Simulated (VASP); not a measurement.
Write the native input for VASP 6.6.1 that does the following.

```yaml
Task: relaxation of cell and atoms
Functional: PBE
Potentials_or_basis: VASP PAW PBE potentials, release 64 (Al, H)
Cutoff: 600 eV
k_mesh: 18 × 18 × 16
Occupations: gaussian, width 0.1 eV
Spin: no spin polarisation
Dipole_correction: no
Further_INCAR_settings: ALGO = Normal; EDIFF = 1e-06; IBRION = 2; EDIFFG = -0.01; NSW = 100; ISIF = 3
```

The structure of AlH2 lies in POSCAR:

```
AlH2
1.0
    3.0680079602      0.0000000000      0.0000000000
   -1.5340039801      2.6569728325      0.0000000000
    0.0000000000      0.0000000000      3.0419992997
Al H
1 2
Direct
    0.0000000000      0.0000000000      0.5000000000
    0.3333333333      0.6666666667      0.2607369942
    0.6666666667      0.3333333333      0.7392630058
```

The cell was built from a structure type or drawn by symmetry, and may not be a known phase.

These files were run (other wordings do the same):

INCAR

```
PREC = Accurate ; ENCUT = 600
EDIFF = 1E-6 ; ISMEAR = 0
SIGMA = 0.1 ; LREAL = F
LASPH = T ; NELM = 60
ALGO = Normal ; ISIF = 3
LWAVE = F ; LCHARG = F
GGA = PE ; IBRION = 2
NSW = 100 ; EDIFFG = -0.01
```

KPOINTS

```
regular mesh
0
Gamma
  18 18 16
```

Potentials or basis: VASP PAW PBE potentials, release 64 (Al, H).

Command:

```sh
$ cat potpaw_PBE.64/Al/POTCAR potpaw_PBE.64/H/POTCAR > POTCAR
$ mpirun -np 1 vasp_std > vasp.out
```

Results of the run:

```json
{"Relaxed volume": "8.12 Å³/atom", "Relaxed cell": "a = 3.107 Å, b = 3.107 Å, c = 2.914 Å, α = 90.00°, β = 90.00°, γ = 120.00°", "Space group after relaxing (to 0.1 Å)": "P-3m1 (No. 164)", "Energy gained by relaxing": "2.0 meV/atom", "Ionic steps": "11", "Pressure after relaxing": "0.1 GPa", "Largest force after relaxing": "0.006 eV/Å", "Band gap on the k mesh": "zero (an odd number of electrons rules out a gap without spin polarisation)"}
```

Run time: 4.5 min on 1 thread of Intel(R) Xeon(R) Platinum 8488C (Sapphire Rapids), with other jobs on the host, peak memory 0.23 GiB.
